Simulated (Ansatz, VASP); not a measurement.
**One calculation of Au3C, two programs**

The input INCAR:

```
ALGO = Normal
DIPOL = 0.5 0.5 0.359
EDIFF = 1E-6
ENCUT = 520
GGA = PE
IDIPOL = 3
ISIF = 2
ISMEAR = 0
LASPH = T
LCHARG = F
LDIPOL = T
LREAL = F
LWAVE = F
NBANDS = 26
NELM = 100
PREC = Accurate
SIGMA = 0.1
```

The input KPOINTS:

```
k-points
0
Gamma
  9 9 1
```

File POSCAR:

```
Au3C
1.0
    2.9402049748      0.0000000000      0.0000000000
   -1.4701024874      2.5462922005      0.0000000000
    0.0000000000      0.0000000000     21.8974947720
Au C
3 1
Direct
    0.6666666667      0.3333333333      0.1826692981
    0.3333333333      0.6666666667      0.2945190844
    0.0000000000      0.0000000000      0.4063247812
    0.3333333333     -0.3333333333      0.5510901999
```

Input for Ansatz:

```yaml
crystal:
  lattice:
    - [2.9402049748, 0.0, 0.0]
    - [-1.4701024874, 2.5462922005, 0.0]
    - [0.0, 0.0, 21.897494772]
  atoms:
    - { symbol: Au, position: [0.6666666667, 0.3333333333, 0.1826692981] }
    - { symbol: Au, position: [0.3333333333, 0.6666666667, 0.2945190844] }
    - { symbol: Au, position: [0.0, 0.0, 0.4063247812] }
    - { symbol: C, position: [0.3333333333, -0.3333333333, 0.5510901999] }
basis:
  ecutwfc: 420
kpoints:
  mp_grid: { grid: [9, 9, 1] }
hamiltonian:
  xc: pbe
scf:
  occupations: { method: gaussian, width: 0.1 }
output:
  forces: true
  eigenvalues: true
  write_density: true
  write_potential: true
  elf: true
  volumetric_format: npy
efield:
  axis: 3
  dipole_correction: true
  ramp_width: 0.04
```

Alike in both runs: task single point; functional PBE; k mesh 9 × 9 × 1; occupations gaussian, width 0.1 eV; no spin polarisation.

```csv
,VASP,Ansatz
version,VASP 6.6.1,Ansatz 0.2.0
potentials or method,"VASP PAW PBE potentials, release 64 (Au, C), cutoff 520 eV","scalar-relativistic, plane waves, PAW"
valence electrons in the cell,37,61
```

VASP gave:

```
gap on the k mesh at the Fermi level (eV) : none
rms of the force components (eV/Å)        : 0.167
```

Problem. Estimate Ansatz's values.

Solution. gap on the k mesh at the Fermi level (eV): none; rms of the force components (eV/Å): 0.168.

Atom by atom the forces differ by 0.003 eV/Å (rms over components). A gap of «none» marks a metal or a gap that the smearing closes. VASP's potentials hold 37 valence electrons a cell and Ansatz's 61, so a difference there can come from the potentials and not from the codes. Ansatz's warnings: xc potential rough in thin density.

Spin-orbit coupling is off throughout.
